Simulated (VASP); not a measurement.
# MgI2 (P-3m1) in VASP: notebook

The runs below take MgI2 through single point, with PBE.

Program: VASP 6.6.1. These are calculated values, not measurements. Logs are shortened: lines on timing, memory, paths and dates and some standing lists are left out, and cuts for length are marked.

**1. The cell of the first run**

The structure is trigonal, space group P-3m1 (No. 164). The conventional cell has a = 4.185 Å, b = 4.185 Å, c = 7.770 Å, α = 90.00°, β = 90.00°, γ = 120.00°. Within 3.8 Å of Mg (site symmetry -3m) lie 6 I at 2.85 Å. Within 3.8 Å of I (site symmetry 3m) lie 3 Mg at 2.85 Å.

**2. Single point, PBE**

File INCAR:

```
PREC = Accurate ; ENCUT = 520
EDIFF = 1E-6 ; ISMEAR = 0
SIGMA = 0.05 ; LREAL = F
LASPH = T ; NELM = 80
ALGO = Normal ; ISIF = 2
LWAVE = F ; LCHARG = F
GGA = PE ; NBANDS = 15
```

File KPOINTS:

```
Automatic mesh
0
Gamma
  6 6 4
```

File POSCAR:

```
MgI2
1.0
    4.1846439568      0.0000000000      0.0000000000
   -2.0923219784      3.6240079724      0.0000000000
    0.0000000000      0.0000000000      7.7698369697
Mg I
1 2
Direct
    0.0000000000      0.0000000000      0.0000000000
    0.3333333333      0.6666666667      0.8050686935
    0.6666666667      0.3333333333      0.1949313065
```

Potentials or basis: VASP PAW PBE potentials, release 64 (Mg, I).

Run with:

```console
> cat potpaw_PBE.64/Mg/POTCAR potpaw_PBE.64/I/POTCAR > POTCAR
> mpirun -np 1 vasp_std > vasp.out
```

OUTCAR:

```text
PREC = Accurate
   ENCUT = 520
   EDIFF = 1E-6
   ISMEAR = 0
   LREAL = F
   LASPH = T
   NELM = 80
   ISIF = 2
   GGA = PE

 ion  position               nearest neighbor table
   1  0.000  0.000  0.000-   2 2.85   3 2.85   3 2.85   2 2.85   3 2.85   2 2.85
   2  0.333  0.667  0.805-   1 2.85   1 2.85   1 2.85
   3  0.667  0.333  0.195-   1 2.85   1 2.85   1 2.85

  LATTYP: Found a hexagonal cell.
 ALAT       =     4.1846439568
 C/A-ratio  =     1.8567498334

  Lattice vectors:

 A1 = (   4.1846439568,   0.0000000000,   0.0000000000)
 A2 = (  -2.0923219784,   3.6240079724,   0.0000000000)
 A3 = (   0.0000000000,   0.0000000000,   7.7698369697)

Analysis of symmetry for initial positions (statically):
[... 33 lines left out ...]
                                     Primitive cell

  volume of cell :     117.8310

  direct lattice vectors                    reciprocal lattice vectors
     4.184643957  0.000000000  0.000000000     0.238968957  0.137968791  0.000000000
    -2.092321978  3.624007972  0.000000000     0.000000000  0.275937583  0.000000000
     0.000000000  0.000000000  7.769836970     0.000000000  0.000000000  0.128702829

  length of vectors
     4.184643957  4.184643957  7.769836970     0.275937583  0.275937583  0.128702829

  position of ions in fractional coordinates (direct lattice)
     0.000000000  0.000000000  0.000000000
     0.333333333  0.666666667  0.805068693
     0.666666667  0.333333333  0.194931307

  ion indices of the primitive-cell ions
   primitive index   ion index
                 1           1
                 2           2
                 3           3

----------------------------------------------------------------------------------------

 KPOINTS: Automatic mesh

Automatic generation of k-mesh.
 Grid dimensions read from file:
 generate k-points for:    6    6    4

 Generating k-lattice:

  Cartesian coordinates                     Fractional coordinates (reciprocal lattice)
     0.039828159  0.022994799  0.000000000     0.166666667  0.000000000  0.000000000
     0.000000000  0.045989597  0.000000000     0.000000000  0.166666667  0.000000000
     0.000000000  0.000000000  0.032175707     0.000000000  0.000000000  0.250000000

  Length of vectors
     0.045989597  0.045989597  0.032175707

  Shift w.r.t. Gamma in fractional coordinates (k-lattice)
[... 9 lines left out ...]
  0.000000  0.000000  0.000000      1.000000
  0.166667  0.000000  0.000000      6.000000
  0.333333 -0.000000  0.000000      6.000000
  0.500000  0.000000  0.000000      3.000000
  0.166667  0.166667  0.000000      6.000000
  0.333333  0.166667  0.000000     12.000000
[... 22 lines left out ...]
   dimension x,y,z NGXF=    64 NGYF=   64 NGZF=  120
   ions per type =               1   2
   NGX,Y,Z   is equivalent  to a cutoff of  12.71, 12.71, 12.84 a.u.
   NGXF,Y,Z  is equivalent  to a cutoff of  25.43, 25.43, 25.68 a.u.
 SYSTEM =  unknown system
   PREC   = accura    normal or accurate (medium, high low for compatibility)
   ISTART =      0    job   : 0-new  1-cont  2-samecut
   ICHARG =      2    charge: 1-file 2-atom 10-const
   ISPIN  =      1    spin polarized calculation?
   LNONCOLLINEAR =      F non collinear calculations
   LSORBIT =      F    spin-orbit coupling
   LASPH  =      T    aspherical Exc in radial PAW
   ENCUT  =  520.0 eV  38.22 Ry    6.18 a.u.   7.78  7.78 14.45*2*pi/ulx,y,z
   NELM   =     80;   NELMIN=  2; NELMDL= -5     # of ELM steps
   EDIFF  = 0.1E-05   stopping-criterion for ELM
   LREAL  =      F    real-space projection
   EDIFFG = 0.1E-04   stopping-criterion for IOM
   NSW    =      0    number of steps for IOM
   IBRION =     -1    ionic relax: 0-MD 1-quasi-New 2-CG
[... 14 lines left out ...]
     AMIX     =   0.40;   BMIX     =  1.00
     AMIX_MAG =   1.60;   BMIX_MAG =  1.00
  volume/ion in A,a.u.               =      39.28       265.05
  Fermi-wavevector in a.u.,A,eV,Ry     =   0.841450  1.590110  9.633443  0.708038
  Thomas-Fermi vector in A             =   1.955996
   LORBIT       =      0    0 simple, 1 ext, 2 COOP (PROOUT), +10 PAW based schemes
   GGA     = PE    functional components
[... 6 lines left out ...]
 Gauss-broadening in eV      SIGMA  =   0.05
  energy-cutoff  :      520.00
  volume of cell :      117.83
 maximum number of plane-waves:      3203
 NGX is ok and might be reduce to    32
   NGX = 15   NGY = 15   NGZ = 29

 number of electron      16.0000001 magnetization

 Free energy of the ion-electron system (eV)
  ---------------------------------------------------
  ext. energy  EPLUGINS =         0.00000000
  ---------------------------------------------------
  free energy    TOTEN  =        -7.59610072 eV

  energy without entropy =       -7.59610072  energy(sigma->0) =       -7.59610072

 E-fermi :   1.2458     XC(G=0):  -7.3875

 val. band max:        0.9816783461   @ k =   0.1667   0.0000   0.0000
 cond. band min:       4.7436455133   @ k =   0.5000   0.0000   0.0000
 fundamental gap:      3.7619671673
 Fermi energy:         1.2458473353

 k-point     1 :       0.0000    0.0000    0.0000
  band No.  band energies     occupation
      1     -11.0389      2.00000
      2     -10.2237      2.00000
      3      -1.9914      2.00000
      4       0.4647      2.00000
      5       0.4647      2.00000
      6       0.9016      2.00000
      7       0.9016      2.00000
      8       0.9057      2.00000
      9       5.0302      0.00000
     10       5.8149      0.00000
     11       7.5494      0.00000
     12       7.5494      0.00000
     13       7.7846      0.00000
     14       8.9941      0.00000
     15       8.9941      0.00000

 k-point     2 :       0.1667    0.0000    0.0000
  band No.  band energies     occupation
      1     -10.8952      2.00000
      2     -10.1607      2.00000
      3      -1.8962      2.00000
      4      -0.5556      2.00000
      5       0.1433      2.00000
      6       0.1746      2.00000
      7       0.8721      2.00000
      8       0.9817      2.00000
      9       5.8181      0.00000
     10       6.3529      0.00000
     11       7.1676      0.00000
     12       8.0673      0.00000
     13       8.2061      0.00000
     14       8.9005      0.00000
     15       9.4768      0.00000

 k-point     3 :       0.3333   -0.0000    0.0000
  band No.  band energies     occupation
      1     -10.5494      2.00000
      2     -10.0587      2.00000
      3      -2.2082      2.00000
      4      -1.6109      2.00000
      5      -0.4510      2.00000
      6      -0.3029      2.00000
      7       0.6871      2.00000
      8       0.7695      2.00000
      9       5.1452      0.00000
     10       6.6405      0.00000
     11       7.5787      0.00000
     12       8.5817      0.00000
     13       8.6569      0.00000
     14       9.4353      0.00000
     15       9.7922      0.00000

 k-point     4 :       0.5000    0.0000    0.0000
  band No.  band energies     occupation
      1     -10.3023      2.00000
      2     -10.0611      2.00000
      3      -2.6907      2.00000
      4      -1.9210      2.00000
      5      -0.4833      2.00000
      6      -0.2660      2.00000
      7       0.4796      2.00000
      8       0.5816      2.00000
      9       4.7436      0.00000
     10       6.6219      0.00000
     11       7.0937      0.00000
     12       8.6412      0.00000
     13       9.1080      0.00000
     14       9.9078      0.00000
     15       9.9470      0.00000
[... 307 lines left out ...]
 k-point    22 :       0.1667    0.1667    0.5000
  band No.  band energies     occupation
      1     -10.6379      2.00000
      2     -10.0906      2.00000
      3      -1.9214      2.00000
      4      -1.3163      2.00000
      5      -0.7447      2.00000
      6       0.2360      2.00000
      7       0.3067      2.00000
      8       0.7651      2.00000
      9       5.9815      0.00000
     10       6.9045      0.00000
     11       7.5031      0.00000
     12       8.2583      0.00000
     13       8.3418      0.00000
     14       8.8084      0.00000
     15       9.8148      0.00000

 k-point    23 :       0.3333    0.1667    0.5000
  band No.  band energies     occupation
      1     -10.3148      2.00000
      2     -10.0503      2.00000
      3      -2.4652      2.00000
      4      -1.7976      2.00000
      5      -1.0506      2.00000
      6      -0.3078      2.00000
      7       0.3174      2.00000
      8       0.6889      2.00000
      9       5.6376      0.00000
     10       7.0715      0.00000
     11       7.7185      0.00000
     12       7.9887      0.00000
     13       8.3973      0.00000
     14       9.5725      0.00000
     15      10.0888      0.00000

 k-point    24 :       0.3333    0.3333    0.5000
  band No.  band energies     occupation
      1     -10.1188      2.00000
      2     -10.1188      2.00000
      3      -2.3840      2.00000
      4      -1.6482      2.00000
      5      -1.6482      2.00000
      6      -0.8626      2.00000
      7       0.5355      2.00000
      8       0.5355      2.00000
      9       6.1523      0.00000
     10       7.6244      0.00000
     11       7.6244      0.00000
     12       8.9326      0.00000
     13       8.9500      0.00000
     14       9.4726      0.00000
     15       9.4726      0.00000

------------------------ aborting loop because EDIFF is reached ----------------------------------------

  FORCE on cell =-STRESS in cart. coord.  units (eV):
  Direction    XX          YY          ZZ          XY          YZ          ZX
  --------------------------------------------------------------------------------------
  -------------------------------------------------------------------------------------
  Total        1.6513822      1.6513822      2.7243268     -0.0000000      0.0000000      0.0000000
  in kB       22.4542534     22.4542534     37.0433474     -0.0000000      0.0000000      0.0000000
  external PRESSURE =      27.3172848 kB  Pullay stress =       0.0000000 kB

 VOLUME and BASIS-vectors are now :
 -----------------------------------------------------------------------------
  energy-cutoff  :      520.00
  volume of cell :      117.83
      direct lattice vectors                 reciprocal lattice vectors
     4.184643957  0.000000000  0.000000000     0.238968957  0.137968791  0.000000000
    -2.092321978  3.624007972  0.000000000     0.000000000  0.275937583  0.000000000
     0.000000000  0.000000000  7.769836970     0.000000000  0.000000000  0.128702829

 POSITION                                       TOTAL-FORCE (eV/Angst)
 -----------------------------------------------------------------------------------
      0.00000      0.00000      0.00000        -0.000000      0.000000      0.000000
     -0.00000      2.41601      6.25525        -0.000000      0.000000     -0.905893
      2.09232      1.20800      1.51458         0.000000      0.000000      0.905893
 -----------------------------------------------------------------------------------
    total drift:                                0.000000      0.000000      0.000000

  FREE ENERGIE OF THE ION-ELECTRON SYSTEM (eV)
  ---------------------------------------------------
  free  energy   TOTEN  =        -7.5961007231 eV

  energy  without entropy=       -7.5961007231  energy(sigma->0) =       -7.59610072
```

Run time: 32 s. Hardware: 1 thread of Intel Xeon Platinum 8259CL at 2.50GHz (Skylake/Cascade Lake), shared host; peak memory 0.25 GiB.

What came out:

| Property | Result |
| --- | --- |
| Free energy | -7.5961 eV |
| Pressure | 2.7 GPa |
| Largest force | 0.906 eV/Å |
| Band gap on the k mesh | 3.76 eV, indirect (least direct gap 4.12 eV) |

Forces on the atoms (eV/Å):
```
Mg   0.000  0.000  0.000
I    0.000  0.000 -0.906
I    0.000  0.000  0.906
```

Stress tensor (GPa, compression positive):
```
2.25 0.00 0.00
0.00 2.25 0.00
0.00 0.00 3.70
```

Levels at points of the mesh, in eV from the valence-band top:
| k point | band 6 | band 7 | band 8 | band 9 | band 10 | band 11 |
| --- | --- | --- | --- | --- | --- | --- |
| (0.00, 0.00, 0.00) | -0.08 | -0.08 | -0.08 | 4.05 | 4.83 | 6.57 |
| (0.50, 0.00, 0.00) | -1.25 | -0.50 | -0.40 | 3.76 | 5.64 | 6.11 |
| (0.00, 0.00, 0.50) | -0.51 | -0.09 | -0.09 | 4.56 | 4.86 | 6.53 |
| (0.50, 0.00, 0.50) | -1.09 | -0.50 | -0.43 | 3.79 | 5.68 | 5.98 |

Caveat: spin-orbit coupling is left out, which moves the levels of the heavy elements; this functional lacks dispersion, which binds the layers, so the pressure and a relaxed spacing across them are unreliable.

**3. Single point, PBE**

File INCAR:

```
SYSTEM = MgI2
PREC = Accurate ; ENCUT = 520
EDIFF = 1E-6 ; ISMEAR = 0
SIGMA = 0.05 ; LREAL = .False.
LASPH = .True. ; NELM = 80
ALGO = Normal ; ISIF = 2
LWAVE = .False. ; LCHARG = .True.
GGA = PE ; LELF = .True.
LVHAR = .True. ; NBANDS = 15
```

File KPOINTS:

```
Automatic mesh
0
Gamma
  6 6 4
  0 0 0
```

File POSCAR:

```
MgI2
1.0
    4.1846439568      0.0000000000      0.0000000000
   -2.0923219784      3.6240079724      0.0000000000
    0.0000000000      0.0000000000      7.7698369697
Mg I
1 2
Direct
    0.0000000000      0.0000000000      0.0000000000
    0.3333333333      0.6666666667      0.7897071656
    0.6666666667      0.3333333333      0.2102928344
```

Potentials or basis: VASP PAW PBE potentials, release 64 (Mg, I).

Run with:

```console
> cat potpaw_PBE.64/Mg/POTCAR potpaw_PBE.64/I/POTCAR > POTCAR
> mpirun -np 1 vasp_std > vasp.out
```

Wall time 34 s (1 thread of Intel Xeon Platinum 8259CL at 2.50GHz (Skylake/Cascade Lake), shared host); peak memory 0.25 GiB.

The run converged. Its results:

```
Free energy            : -7.7282 eV
Pressure               : 0.8 GPa
Largest force          : 0.223 eV/Å
Band gap on the k mesh : 3.68 eV, indirect (least direct gap 3.85 eV)
```

Forces on the atoms (eV/Å):
```
Mg   0.000  0.000  0.000
I    0.000  0.000 -0.223
I    0.000  0.000  0.223
```

Stress tensor (GPa, compression positive):
```
0.68 0.00 0.00
0.00 0.68 0.00
0.00 0.00 1.00
```

Levels at points of the mesh, in eV from the valence-band top:
```
           k point  band 4  band 5  band 6  band 7  band 8  band 9  band 10  band 11  band 12  band 13
(0.00, 0.00, 0.00)   -0.32   -0.32   -0.23    0.00    0.00    3.85     4.91     6.70     6.70     6.92
(0.50, 0.00, 0.00)   -2.76   -1.37   -1.21   -0.61   -0.39    3.72     5.50     5.84     7.38     7.63
(0.00, 0.00, 0.50)   -0.80   -0.30   -0.30   -0.02   -0.02    4.48     4.91     6.65     6.65     7.13
(0.50, 0.00, 0.50)   -2.84   -1.18   -1.16   -0.61   -0.43    3.68     5.51     5.78     6.39     7.66
```

Caveat: spin-orbit coupling is left out, which moves the levels of the heavy elements; this functional lacks dispersion, which binds the layers, so the pressure and a relaxed spacing across them are unreliable. A k mesh can miss the band edges.

**4. Single point, PBE**

File INCAR:

```
ALGO = Normal
EDIFF = 1E-7
ENCUT = 520
GGA = PE
ISIF = 2
ISMEAR = 0
LASPH = T
LCHARG = F
LREAL = F
LWAVE = F
NBANDS = 15
NELM = 60
PREC = Accurate
SIGMA = 0.05
```

File KPOINTS:

```
k-points
0
Gamma
  6 6 4
```

File POSCAR:

```
MgI2
1.0
    4.1846439568      0.0000000000      0.0000000000
   -2.0923219784      3.6240079724      0.0000000000
    0.0000000000      0.0000000000      7.7698369697
Mg I
1 2
Direct
    0.0000000000      0.0000000000      0.0000000000
    0.3333333333      0.6666666667      0.7858667836
    0.6666666667      0.3333333333      0.2141332164
```

Run with:

```console
> cat potpaw_PBE.64/Mg/POTCAR potpaw_PBE.64/I/POTCAR > POTCAR
> mpirun -np 1 vasp_std > vasp.out
```

Wall time 38 s (1 thread of Intel Xeon Platinum 8259CL at 2.50GHz (Skylake/Cascade Lake), shared host); peak memory 0.25 GiB.

Results (log left out):

| Item | Value |
| --- | --- |
| Free energy | -7.7369 eV |
| Pressure | 0.4 GPa |
| Largest force | 0.071 eV/Å |
| Band gap on the k mesh | 3.63 eV, indirect (least direct gap 3.77 eV) |

Forces in eV/Å, atoms in the order of the input:
```
Mg   0.000  0.000  0.000
I    0.000  0.000 -0.071
I    0.000  0.000  0.071
```

Levels at points of the mesh, in eV from the valence-band top:
| k point | band 6 | band 7 | band 8 | band 9 | band 10 | band 11 |
| --- | --- | --- | --- | --- | --- | --- |
| (0.00, 0.00, 0.00) | -0.29 | 0.00 | 0.00 | 3.77 | 4.91 | 6.71 |
| (0.50, 0.00, 0.00) | -1.17 | -0.66 | -0.40 | 3.68 | 5.45 | 5.77 |
| (0.00, 0.00, 0.50) | -0.28 | -0.02 | -0.02 | 4.43 | 4.90 | 6.66 |
| (0.50, 0.00, 0.50) | -1.14 | -0.65 | -0.45 | 3.63 | 5.44 | 5.72 |

Caveat: spin-orbit coupling is left out, which moves the levels of the heavy elements; this functional lacks dispersion, which binds the layers, so the pressure and a relaxed spacing across them are unreliable.

(Part 1 of 2 ends here.)
